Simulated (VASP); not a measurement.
A run of VASP 6.6.1 is set up as follows.

File INCAR:

```
PREC = Accurate ; ENCUT = 520
EDIFF = 1E-6 ; ISMEAR = 0
SIGMA = 0.02 ; LREAL = F
LASPH = T ; NELM = 80
ALGO = Normal ; ISIF = 2
LWAVE = F ; LCHARG = F
GGA = PE ; NBANDS = 22
```

Contents of KPOINTS:

```
regular mesh
0
Gamma
  8 8 4
```

The input POSCAR:

```
Br
1.0
    4.2976626536     -2.1424141456      0.0000000000
    4.2976626536      2.1424141456      0.0000000000
    0.0000000000      0.0000000000      8.7005369985
Br
4
Direct
    0.6417053403      0.3582946597      0.6183688864
    0.1417053403      0.8582946597      0.8816311136
    0.3582946597      0.6417053403      0.3816311136
    0.8582946597      0.1417053403      0.1183688864
```

Potentials or basis: VASP PAW PBE potentials, release 64 (Br).

The run is started by

```bash
$ cat potpaw_PBE.64/Br/POTCAR > POTCAR
$ mpirun -np 1 vasp_std > vasp.out
```

Q: What does it give for the band gap on the k mesh?

A: 1.38 eV.

Q: Estimate the pressure.

A: 0.0 GPa.

Caveat: this functional lacks dispersion, which holds the molecules together, so the pressure and a relaxed volume are unreliable. A k mesh can miss the band edges.
